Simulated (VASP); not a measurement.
# Na (P6_3/mmc) in VASP: a series of runs, part 2 of 2

VASP 6.6.1. The steps go on from the part before.

**5. Single point, LDA**

This run uses another cell than the first one, of 37.81 Å³/atom, 1.064 times its volume.

Contents of INCAR:

```
SYSTEM = Na
PREC = Accurate
ENCUT = 520
EDIFF = 1E-7
ISMEAR = -1
SIGMA = 0.05
LREAL = .FALSE.
LASPH = .TRUE.
NELM = 100
ALGO = Fast
ISIF = 2
LWAVE = .FALSE.
LCHARG = .TRUE.
LELF = .TRUE.
LVHAR = .TRUE.
NBANDS = 14
```

Contents of KPOINTS:

```
Automatic mesh
0
G
  8 8 5
  0 0 0
```

Contents of POSCAR:

```
Na
1.0
    3.7670000000      0.0000000000      0.0000000000
   -1.8835000000      3.2623176961      0.0000000000
    0.0000000000      0.0000000000      6.1540000000
Na
2
Direct
    0.6666666667      0.3333333333      0.7500000000
    0.3333333333      0.6666666667      0.2500000000
```

Potentials or basis: VASP PAW LDA potentials, release 64 (Na_pv).

The run is started by

```bash
cat potpaw_LDA.64/Na_pv/POTCAR > POTCAR
mpirun -np 1 vasp_std > vasp.out
```

OUTCAR:

```text
SYSTEM = Na
   PREC = Accurate
   ENCUT = 520
   EDIFF = 1E-7
   ISMEAR = -1
   LREAL = .FALSE.
   LASPH = .TRUE.
   NELM = 100
   ISIF = 2

 ion  position               nearest neighbor table
   1  0.667  0.333  0.750-
   2  0.333  0.667  0.250-

  LATTYP: Found a hexagonal cell.
 ALAT       =     3.7670000000
 C/A-ratio  =     1.6336607380

  Lattice vectors:

 A1 = (   3.7670000000,   0.0000000000,   0.0000000000)
 A2 = (  -1.8835000000,   3.2623176961,   0.0000000000)
 A3 = (   0.0000000000,   0.0000000000,   6.1540000000)

Analysis of symmetry for initial positions (statically):
=====================================================================
 Subroutine PRICEL returns:
 Original cell was already a primitive cell.

 Routine SETGRP: Setting up the symmetry group for a
 hexagonal supercell.

 Subroutine GETGRP returns: Found 24 space group operations
 (whereof 12 operations were pure point group operations)
 out of a pool of 24 trial point group operations.

The static configuration has the point symmetry D_3d.
 The point group associated with its full space group is D_6h.

Analysis of symmetry for dynamics (positions and initial velocities):
=====================================================================
 Subroutine PRICEL returns:
 Original cell was already a primitive cell.

 Routine SETGRP: Setting up the symmetry group for a
 hexagonal supercell.

 Subroutine GETGRP returns: Found 24 space group operations
 (whereof 12 operations were pure point group operations)
 out of a pool of 24 trial point group operations.

The dynamic configuration has the point symmetry D_3d.
 The point group associated with its full space group is D_6h.

 Subroutine INISYM returns: Found 24 space group operations
 (whereof 12 operations are pure point group operations),
 and found     1 'primitive' translations

----------------------------------------------------------------------------------------

                                     Primitive cell

  volume of cell :      75.6274

  direct lattice vectors                    reciprocal lattice vectors
     3.767000000  0.000000000  0.000000000     0.265463233  0.153265269  0.000000000
    -1.883500000  3.262317696  0.000000000     0.000000000  0.306530538  0.000000000
     0.000000000  0.000000000  6.154000000     0.000000000  0.000000000  0.162495938

  length of vectors
     3.767000000  3.767000000  6.154000000     0.306530538  0.306530538  0.162495938

  position of ions in fractional coordinates (direct lattice)
     0.666666667  0.333333333  0.750000000
     0.333333333  0.666666667  0.250000000

  ion indices of the primitive-cell ions
   primitive index   ion index
                 1           1
                 2           2

----------------------------------------------------------------------------------------

 KPOINTS: Automatic mesh

Automatic generation of k-mesh.
 Grid dimensions read from file:
 generate k-points for:    8    8    5

 Generating k-lattice:

  Cartesian coordinates                     Fractional coordinates (reciprocal lattice)
     0.033182904  0.019158159  0.000000000     0.125000000  0.000000000  0.000000000
     0.000000000  0.038316317  0.000000000     0.000000000  0.125000000  0.000000000
     0.000000000  0.000000000  0.032499188     0.000000000  0.000000000  0.200000000

  Length of vectors
     0.038316317  0.038316317  0.032499188

  Shift w.r.t. Gamma in fractional coordinates (k-lattice)
     0.000000000  0.000000000  0.000000000

 Subroutine IBZKPT returns following result:
 ===========================================

 Found     30 irreducible k-points:

 Following reciprocal coordinates:
            Coordinates               Weight
  0.000000  0.000000  0.000000      1.000000
  0.125000  0.000000  0.000000      6.000000
  0.250000  0.000000  0.000000      6.000000
  0.375000 -0.000000  0.000000      6.000000
  0.500000  0.000000  0.000000      3.000000
  0.125000  0.125000  0.000000      6.000000
[... 16 lines left out ...]
  0.250000  0.000000  0.400000     12.000000
  0.375000 -0.000000  0.400000     12.000000
 [... further k-points ...]
   k-points           NKPTS =     30   k-points in BZ     NKDIM =     30   number of bands    NBANDS=     14
   number of dos      NEDOS =    301   number of ions     NIONS =      2
   total plane-waves  NPLWV =  37632
   dimension x,y,z NGX =    28 NGY =   28 NGZ =   48
   dimension x,y,z NGXF=    56 NGYF=   56 NGZF=   96
   ions per type =               2
   NGX,Y,Z   is equivalent  to a cutoff of  12.36, 12.36, 12.97 a.u.
   NGXF,Y,Z  is equivalent  to a cutoff of  24.71, 24.71, 25.93 a.u.
 SYSTEM =  Na
   PREC   = accura    normal or accurate (medium, high low for compatibility)
   ISTART =      0    job   : 0-new  1-cont  2-samecut
   ICHARG =      2    charge: 1-file 2-atom 10-const
   ISPIN  =      1    spin polarized calculation?
   LNONCOLLINEAR =      F non collinear calculations
   LSORBIT =      F    spin-orbit coupling
   LASPH  =      T    aspherical Exc in radial PAW
   ENCUT  =  520.0 eV  38.22 Ry    6.18 a.u.   7.00  7.00 11.44*2*pi/ulx,y,z
   NELM   =    100;   NELMIN=  2; NELMDL= -5     # of ELM steps
   EDIFF  = 0.1E-06   stopping-criterion for ELM
   LREAL  =      F    real-space projection
   EDIFFG = 0.1E-05   stopping-criterion for IOM
   NSW    =      0    number of steps for IOM
   IBRION =     -1    ionic relax: 0-MD 1-quasi-New 2-CG
   NFREE  =      0    steps in history (QN), initial steepest desc. (CG)
   ISIF   =      2    stress and relaxation
   ISYM   =      2    0-nonsym 1-usesym 2-fastsym
   POTIM  = 0.5000    time-step for ionic-motion
   TEBEG  =    0.0;   TEEND  =   0.0 temperature during run
   PSTRESS=    0.0 pullay stress
   NELECT =      14.0000    total number of electrons
   NUPDOWN=      -1.0000    fix difference up-down
   EMIN   =  10.00;   EMAX   =-10.00  energy-range for DOS
   EFERMI =   0.00;   METHOD = LEGACY
   ISMEAR =    -1;   SIGMA  =   0.05  broadening in eV -4-tet -1-fermi 0-gaus
   EFERMI_NEDOS =   21; number of points for ismear=-14 and -15
   IALGO  =     68    algorithm
   IMIX   =      4    mixing-type and parameters
     AMIX     =   0.40;   BMIX     =  1.00
     AMIX_MAG =   1.60;   BMIX_MAG =  1.00
  volume/ion in A,a.u.               =      37.81       255.18
  Fermi-wavevector in a.u.,A,eV,Ry     =   0.933020  1.763153 11.844235  0.870527
  Thomas-Fermi vector in A             =   2.059678
   LORBIT       =      0    0 simple, 1 ext, 2 COOP (PROOUT), +10 PAW based schemes
   GGA     = CA    functional components
   LHFCALC =     F    Hartree Fock is set to
   AEXX    =    0.0000 exact exchange contribution
   IVDW    =     0    specifies the selected vdW correction
   LEPSILON=     F    determine dielectric tensor
   LRPA    =     F    only Hartree local field effects (RPA)
 non-spin polarized calculation
 RMM-DIIS sequential band-by-band and
  energy-cutoff  :      520.00
  volume of cell :       75.63
 maximum number of plane-waves:      2059
 NGX is ok and might be reduce to    28
   NGX = 13   NGY = 13   NGZ = 23

 number of electron      14.0000012 magnetization

 Free energy of the ion-electron system (eV)
  ---------------------------------------------------
  ext. energy  EPLUGINS =         0.00000000
  ---------------------------------------------------
  free energy    TOTEN  =        -2.88173954 eV

  energy without entropy =       -2.87510656  energy(sigma->0) =       -2.87842305

 E-fermi :   0.0579     XC(G=0):  -6.6720

 val. band max:       -0.0923233480   @ k =   0.3750   0.1250   0.2000
 cond. band min:       0.0779347992   @ k =   0.1250   0.1250   0.2000
 fundamental gap:      0.1702581472
 Fermi energy:         0.0579327798

 k-point     1 :       0.0000    0.0000    0.0000
  band No.  band energies     occupation
      1     -24.8832      2.00000
      2     -24.8547      2.00000
      3     -24.8547      2.00000
      4     -24.8500      2.00000
      5     -24.8500      2.00000
      6     -24.8500      2.00000
      7      -3.1362      2.00000
      8       0.6835      0.00001
      9       0.9968      0.00000
     10       9.9470      0.00000
     11       9.9470      0.00000
     12      10.2160      0.00000
     13      10.2160      0.00000
     14      10.4789      0.00000
[... 375 lines left out ...]
 k-point    24 :       0.3750   -0.0000    0.4000
  band No.  band energies     occupation
      1     -24.8793      2.00000
      2     -24.8771      2.00000
      3     -24.8614      2.00000
      4     -24.8587      2.00000
      5     -24.8573      2.00000
      6     -24.8565      2.00000
      7      -0.4906      1.99997
      8       0.2835      0.02172
      9       2.9444      0.00000
     10       3.6869      0.00000
     11       6.2825      0.00000
     12       7.8130      0.00000
     13       7.8795      0.00000
     14       8.4876      0.00000

 [... further k-points ...]
[... 5 lines left out ...]
  --------------------------------------------------------------------------------------
  -------------------------------------------------------------------------------------
  Total       -0.3896206     -0.3896206     -0.5052272      0.0000000     -0.0000000      0.0000000
  in kB       -8.2541646     -8.2541646    -10.7033057      0.0000000     -0.0000000      0.0000000
  external PRESSURE =      -9.0705449 kB  Pullay stress =       0.0000000 kB

 VOLUME and BASIS-vectors are now :
 -----------------------------------------------------------------------------
  energy-cutoff  :      520.00
  volume of cell :       75.63
      direct lattice vectors                 reciprocal lattice vectors
     3.767000000  0.000000000  0.000000000     0.265463233  0.153265269  0.000000000
    -1.883500000  3.262317696  0.000000000     0.000000000  0.306530538  0.000000000
     0.000000000  0.000000000  6.154000000     0.000000000  0.000000000  0.162495938

 POSITION                                       TOTAL-FORCE (eV/Angst)
 -----------------------------------------------------------------------------------
      1.88350      1.08744      4.61550         0.000000      0.000000      0.000000
     -0.00000      2.17488      1.53850        -0.000000      0.000000      0.000000
 -----------------------------------------------------------------------------------
    total drift:                                0.000000     -0.000000      0.000000

  FREE ENERGIE OF THE ION-ELECTRON SYSTEM (eV)
  ---------------------------------------------------
  free  energy   TOTEN  =        -2.8817395378 eV

  energy  without entropy=       -2.8751065620  energy(sigma->0) =       -2.87842305
```

OSZICAR:

```text
N       E                     dE             d eps       ncg     rms          rms(c)
DAV:   1     0.973899691790E+02    0.97390E+02   -0.75240E+03   840   0.939E+02
DAV:   2     0.716748993628E+00   -0.96673E+02   -0.95759E+02   894   0.270E+02
DAV:   3    -0.283502526101E+01   -0.35518E+01   -0.35494E+01  1074   0.594E+01
DAV:   4    -0.288344615575E+01   -0.48421E-01   -0.48420E-01   942   0.743E+00
DAV:   5    -0.288453069928E+01   -0.10845E-02   -0.10845E-02  1044   0.113E+00    0.272E-01
RMM:   6    -0.288271383526E+01    0.18169E-02   -0.11585E-03  1060   0.394E-01    0.179E-01
RMM:   7    -0.288173616708E+01    0.97767E-03   -0.17261E-03  1075   0.391E-01    0.297E-02
RMM:   8    -0.288172633718E+01    0.98299E-05   -0.43909E-04  1036   0.366E-01    0.616E-03
RMM:   9    -0.288173578659E+01   -0.94494E-05   -0.10300E-04  1203   0.123E-01    0.442E-03
RMM:  10    -0.288173869640E+01   -0.29098E-05   -0.37209E-05  1104   0.107E-01    0.340E-03
RMM:  11    -0.288173897025E+01   -0.27385E-06   -0.13538E-05  1185   0.460E-02    0.671E-04
RMM:  12    -0.288173944481E+01   -0.47456E-06   -0.47198E-06  1066   0.306E-02    0.592E-04
RMM:  13    -0.288173953784E+01   -0.93024E-07   -0.90109E-07   790   0.117E-02
   1 F= -.28817395E+01 E0= -.28784230E+01  d E =-.663298E-02
```

stdout:

```text
POSCAR found type information on POSCAR Na
 POSCAR found :  1 types and       2 ions
 scaLAPACK will be used
 LDA part: xc-table for (Slater(with rela. corr.)+CA(PZ))
 , standard interpolation
 POSCAR, INCAR and KPOINTS ok, starting setup
 FFT: planning ... GRIDC
 FFT: planning ... GRID_SOFT
 FFT: planning ... GRID
 WAVECAR not read
 entering main loop
```

It took 17 s on 1 thread of AMD EPYC 9R45 (Zen 5), shared host; peak memory 0.12 GiB.

What came out:

```
Free energy            : -2.8817 eV
Pressure               : -0.9 GPa
Band gap on the k mesh : zero (band 7 reaches 1.56 eV, above the bottom of band 8 at -1.68 eV)
```

**6. The runs side by side**

| cell | gap on the mesh (eV) | pressure (GPa) |
| --- | --- | --- |
| a = 3.690, b = 3.690, c = 6.028 Å, angles 90.0, 90.0, 120.0°, 2 atoms | none | -0.5 |
| a = 3.716, b = 3.716, c = 6.071 Å, angles 90.0, 90.0, 120.0°, 2 atoms | none | -0.7 |
| a = 3.742, b = 3.742, c = 6.113 Å, angles 90.0, 90.0, 120.0°, 2 atoms | none | -0.8 |
| a = 3.767, b = 3.767, c = 6.154 Å, angles 90.0, 90.0, 120.0°, 2 atoms | none | -0.9 |

Alike in all rows: task single point; level LDA; potentials or basis VASP PAW LDA potentials, release 64 (Na_pv); no spin polarisation; k mesh 8 × 8 × 5; cutoff (eV) 520; smearing fermi-dirac 0.05 eV.

Absolute energies hang on the potentials; compare differences alone.
